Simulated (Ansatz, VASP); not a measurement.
## SrFeO4 in VASP and in Ansatz

```xyz
6
Lattice="5.3323 0.0000 0.0000 -2.6661 4.6179 0.0000 0.0000 0.0000 2.8809" Properties=species:S:1:pos:R:3 pbc="T T T"
Sr    0.0000    0.0000    0.0000
Fe    0.0000    3.0786    0.0000
O     2.6661    1.5393    0.0000
O     0.0000    4.4431    1.4404
O    -1.1817    2.3964    1.4404
O     1.1817    2.3964    1.4404
```

Change from the starting cell: species swapped into the HoCu4Ni type (P-6m2, No. 187).

Alike in both runs: functional PBE; k mesh 6 × 6 × 6; occupations gaussian, width 0.1 eV; collinear spin.

Ansatz relaxed the structure, and its values are those at the end. VASP's run is a single point on that final structure, the one shown.

|  | VASP | Ansatz |
| --- | --- | --- |
| version | VASP 6.6.1 | Ansatz 0.2.0 |
| potentials or method | VASP PAW PBE potentials, release 64 (Sr_sv, Fe_sv, O), cutoff 700 eV | scalar-relativistic, plane waves, PAW |
| valence electrons in the cell | 50 | 50 |

VASP gave:

| Property | Result |
| --- | --- |
| gap on the k mesh at the Fermi level (eV) | none |
| pressure (GPa) | -0.2 |
| rms of the force components (eV/Å) | 0.008 |
| net moment per atom (μB) | 0.27 |
| size of the moment on the site where the two differ most (μB) | 1.14 |

**Question.** What did Ansatz give for the same quantities?

**Answer.** gap on the k mesh at the Fermi level (eV): none; pressure (GPa): 0.0; rms of the force components (eV/Å): 0.004; net moment per atom (μB): 0.27; size of the moment on the site where the two differ most (μB): 1.26.

Site moments also hang on the region over which each program counts them. A gap of «none» marks a metal or a gap that the smearing closes.

The k mesh is coarse, so the values compare programs but aren't converged.
